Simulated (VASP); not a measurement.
Wanted: the native input for a VASP 6.6.1 run.

```yaml
Task: single point
Functional: PBE
Potentials_or_basis: VASP PAW PBE potentials, release 64 (Pt, Li_sv, Ag)
Cutoff: 520 eV
k_mesh: 8 × 8 × 8
Occupations: fermi-dirac, width 0.1 eV
Spin: no spin polarisation
Dipole_correction: no
k_mesh_for_the_DOS: 12 × 12 × 12
Occupations_for_the_DOS: tetrahedron
Further_INCAR_settings: ALGO = Normal; EDIFF = 1e-07
```

Crystal: Li2Ag2Pt.

```
CELL_PARAMETERS angstrom
0.00000 3.13506 0.00000
4.74760 0.00000 0.00000
2.37380 1.56753 -5.15783
ATOMIC_POSITIONS crystal
Pt 0.00000 0.00000 0.00000
Li 0.36270 0.86270 0.27460
Li 0.63730 0.13730 0.72540
Ag 0.35758 0.35758 0.28484
Ag 0.64242 0.64242 0.71516
```

The input as run:

POSCAR

```
Li2Ag2Pt
1.0
    0.0000000000      3.1350620000      0.0000000000
    4.7475960000      0.0000000000      0.0000000000
    2.3737980000      1.5675310000     -5.1578270000
Pt Li Ag
1 2 2
Direct
    0.0000000000      0.0000000000      0.0000000000
    0.3627000000      0.8627000000      0.2746000000
    0.6373000000      0.1373000000      0.7254000000
    0.3575800000      0.3575800000      0.2848400000
    0.6424200000      0.6424200000      0.7151600000
```

INCAR.step1

```
PREC = Accurate
ENCUT = 520
EDIFF = 1E-7
ISMEAR = -1
SIGMA = 0.1
LREAL = False
LASPH = True
NELM = 60
ALGO = Normal
ISIF = 2
LWAVE = False
LCHARG = True
LMAXMIX = 4
GGA = PE
NBANDS = 27
```

KPOINTS.step1

```
Automatic mesh
0
Gamma
  8 8 8
```

INCAR.step2

```
PREC = Accurate
ENCUT = 520
EDIFF = 1E-7
ISMEAR = -5
SIGMA = 0.1
LREAL = False
LASPH = True
NELM = 60
ALGO = Normal
ISIF = 2
LWAVE = False
LCHARG = False
LMAXMIX = 4
GGA = PE
LORBIT = 11
NEDOS = 2001
ICHARG = 11
```

KPOINTS.step2

```
Automatic mesh
0
Gamma
  12 12 12
```

Potentials or basis: VASP PAW PBE potentials, release 64 (Pt, Li_sv, Ag).

Run with:

```bash
$ cat potpaw_PBE.64/Pt/POTCAR potpaw_PBE.64/Li_sv/POTCAR potpaw_PBE.64/Ag/POTCAR > POTCAR
$ cp INCAR.step1 INCAR
$ cp KPOINTS.step1 KPOINTS
$ mpirun -np 1 vasp_std > vasp.out
$ cp INCAR.step2 INCAR
$ cp KPOINTS.step2 KPOINTS
$ mpirun -np 1 vasp_std > vasp.out
```

Results of the run:

The valence electrons inside the program's atomic spheres are Pt 9.38; Li 2.21; Ag 9.79.

It took 10 min on 1 thread of Intel(R) Xeon(R) Platinum 8259CL CPU @ 2.50GHz (Skylake/Cascade Lake), with other jobs on the host, peak memory 0.57 GiB.
